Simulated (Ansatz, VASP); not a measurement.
## Two plane-wave programs on SiC

INCAR

```
SYSTEM = SiC
PREC = Accurate
ENCUT = 520
EDIFF = 1E-7
ISMEAR = 0
SIGMA = 0.02
LREAL = .FALSE.
LASPH = .TRUE.
NELM = 100
ALGO = Normal
ISIF = 2
LWAVE = .FALSE.
LCHARG = .TRUE.
GGA = PS
LELF = .TRUE.
LVHAR = .TRUE.
NBANDS = 11
```

KPOINTS

```
regular mesh
0
G
  10 10 10
  0 0 0
```

POSCAR

```
SiC
1.0
    0.0000000000      2.1784203227      2.1784203227
    2.1784203227      0.0000000000      2.1784203227
    2.1784203227      2.1784203227      0.0000000000
Si C
1 1
Direct
    0.0000000000      0.0000000000      0.0000000000
    0.2500000000      0.2500000000      0.2500000000
```

Input for Ansatz:

```yaml
crystal:
  lattice:
    - [0.0, 2.1784203175, 2.1784203175]
    - [2.1784203175, 0.0, 2.1784203175]
    - [2.1784203175, 2.1784203175, 0.0]
  atoms:
    - { symbol: Si, position: [0.0, 0.0, 0.0] }
    - { symbol: C, position: [0.25, 0.25, 0.25] }
basis:
  ecutwfc: 420
kpoints:
  mp_grid: { grid: [10, 10, 10] }
  band_path: { path: [VBM, CBM], npoints: 2 }
hamiltonian:
  xc: pbesol
scf:
  occupations: { method: gaussian, width: 0.02 }
output:
  forces: true
  stress: true
  eigenvalues: true
```

Alike in both runs: task single point; functional PBEsol; k mesh 10 × 10 × 10; occupations gaussian, width 0.02 eV; no spin polarisation.

|  | VASP | Ansatz |
| --- | --- | --- |
| version | VASP 6.6.1 | Ansatz 0.2.0 |
| potentials or method | VASP PAW PBE potentials, release 64 (Si, C), cutoff 520 eV | scalar-relativistic, plane waves, PAW |
| valence electrons in the cell | 8 | 8 |

Ansatz gave:

```
gap on the k mesh at the Fermi level (eV) : 1.24
least direct gap on the mesh (eV)         : 4.45
pressure (GPa)                            : 0.0
```

Task: What did VASP give for the same quantities?

Result: gap on the k mesh at the Fermi level (eV): 1.23; least direct gap on the mesh (eV): 4.44; pressure (GPa): 0.3.

VASP's potentials were made for PBE, not for PBEsol.
